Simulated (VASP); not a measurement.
Cu2H3: single point with PBE

Crystal: Cu2H3.

```
Cu H
1.0
     3.34281    0.00000    0.00000
     0.00000    3.34281    0.00000
     0.00000    0.00000    3.34281
Cu H
2 3
Direct
  0.50000 0.50000 0.50000
  0.00000 0.00000 0.00000
  0.50000 0.00000 0.00000
  0.00000 0.50000 0.00000
  0.00000 0.00000 0.50000
```

The cell was built from a structure type or drawn by symmetry, and may not be a known phase.

| Property | Result |
| --- | --- |
| Program | VASP 6.6.1 |
| Task | single point |
| Functional | PBE |
| Potentials or basis | VASP PAW PBE potentials, release 64 (Cu, H) |
| Cutoff | 520 eV |
| k mesh | 6 × 6 × 6 |
| Occupations | gaussian, width 0.1 eV |
| Spin | no spin polarisation |
| Dipole correction | no |
| Further INCAR settings | ALGO = Normal; EDIFF = 1e-06; NBANDS = 20 |

The pressure is 0.2 GPa and the band gap on the k mesh is zero (an odd number of electrons rules out a gap without spin polarisation).

Levels at points of the mesh, in eV from the Fermi level:
| k point | band 11 | band 12 | band 13 | band 14 | band 15 | band 16 |
| --- | --- | --- | --- | --- | --- | --- |
| (0.00, 0.00, 0.00) | -2.24 | 2.53 | 2.53 | 3.54 | 3.54 | 3.54 |
| (0.50, 0.00, 0.00) | -2.33 | -2.05 | 2.48 | 3.82 | 7.51 | 7.51 |
| (0.50, 0.50, 0.00) | -2.28 | -2.15 | -1.00 | 0.48 | 7.00 | 7.00 |
| (0.50, 0.50, 0.50) | -1.10 | -1.10 | -1.10 | 0.96 | 2.68 | 2.68 |

It took 25 s on 1 thread of Intel Xeon 8259CL (shared host), peak memory 0.16 GiB.
